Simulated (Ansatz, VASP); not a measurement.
# Two plane-wave programs on MgO

```
Mg O
1.0
     4.27030    0.00000    0.00000
     0.00000   -4.27030    0.00000
     0.00000    0.00000   -4.27030
Mg O
4 4
Cartesian
  0.0566 -2.0786 -2.1351
  2.1351 0.0000 -2.1351
  2.1351 -2.1351 0.0000
  0.0000 0.0000 0.0000
  2.1351 0.0000 0.0000
  0.0000 -2.1351 0.0000
  0.0000 0.0000 -2.1351
  2.1351 -2.1351 -2.1351
```

Alike in both runs: task single point; functional PBEsol; k mesh 6 × 6 × 6; occupations gaussian, width 0.05 eV; no spin polarisation.

|  | VASP | Ansatz |
| --- | --- | --- |
| version | VASP 6.6.1 | Ansatz 0.2.0 |
| potentials or method | VASP PAW PBE potentials, release 64 (Mg, O), cutoff 520 eV | scalar-relativistic, plane waves, PAW |
| valence electrons in the cell | 32 | 64 |

```csv
,VASP,Ansatz,Ansatz less VASP
gap on the k mesh at the Fermi level (eV),4.25,4.25,+0.001
least direct gap on the mesh (eV),4.25,4.25,+0.001
pressure (GPa),-6.2,-5.6,+0.59
"traceless stress, the component that is largest in VASP (GPa)",-0.15,-0.15,+0.002
rms of the force components (eV/Å),0.156,0.155,-0.0014
```

VASP's potentials were made for PBE, not for PBEsol. Atom by atom the forces differ by 0.001 eV/Å (rms over components). The functional is the same, so the differences come from potentials, cutoffs and numerics. VASP's potentials hold 32 valence electrons a cell and Ansatz's 64, so a difference there can come from the potentials and not from the codes.
